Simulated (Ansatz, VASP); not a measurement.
**Two plane-wave programs on Mo**

POSCAR

```
Mo
1.0
    2.7075856644      0.0000000000      0.0000000000
   -1.3537928322      2.3448379683      0.0000000000
    0.0000000000      0.0000000000      2.5719090449
Mo
1
Direct
    0.0000000000      0.0000000000      0.5000000000
```

File INCAR.step1:

```
SYSTEM = Mo
PREC = Accurate
ENCUT = 520
ISMEAR = 0
SIGMA = 0.15
LREAL = .False.
LASPH = .True.
NELM = 80
NBANDS = 13
GGA = PE
ALGO = Normal
EDIFF = 1E-4
LWAVE = .True.
LCHARG = .False.
```

File INCAR.step2:

```
SYSTEM = Mo
PREC = Accurate
ENCUT = 520
EDIFF = 1E-7
ISMEAR = 0
SIGMA = 0.15
LREAL = .False.
LASPH = .True.
NELM = 80
ALGO = Normal
ISIF = 2
LWAVE = .False.
LCHARG = .False.
METAGGA = R2SCAN
LMIXTAU = .True.
NBANDS = 13
ISTART = 1
```

File KPOINTS:

```
Automatic mesh
0
Gamma
  24 24 24
  0 0 0
```

Input for Ansatz:

```yaml
crystal:
  lattice:
    - [2.7075856644, 0.0, 0.0]
    - [-1.3537928322, 2.3448379683, 0.0]
    - [0.0, 0.0, 2.5719090449]
  atoms:
    - { symbol: Mo, position: [0.0, 0.0, 0.5] }
basis:
  ecutwfc: 500
kpoints:
  mp_grid: { grid: [24, 24, 24] }
hamiltonian:
  xc: r2scan
scf:
  occupations: { method: gaussian, width: 0.15 }
output:
  forces: true
  stress: true
  eigenvalues: true
```

Change from the starting cell: strain -0.015 along x and y, +0.015 along z, atoms carried along.

Alike in both runs: task single point; functional r2SCAN; k mesh 24 × 24 × 24; occupations gaussian, width 0.15 eV; no spin polarisation.

|  | VASP | Ansatz |
| --- | --- | --- |
| version | VASP 6.6.1 | Ansatz 0.2.0 |
| potentials or method | VASP PAW PBE potentials, release 64 (Mo_sv), cutoff 520 eV | scalar-relativistic, plane waves, PAW |
| valence electrons in the cell | 14 | 14 |

```csv
,VASP,Ansatz,Ansatz less VASP
gap on the k mesh at the Fermi level (eV),none,none,-
pressure (GPa),5.2,4.0,-1.11
"traceless stress, the component that is largest in VASP (GPa)",-8.24,-8.33,-0.090
```

VASP's potentials were made for PBE, not for r2SCAN. A gap of «none» marks a metal or a gap that the smearing closes.
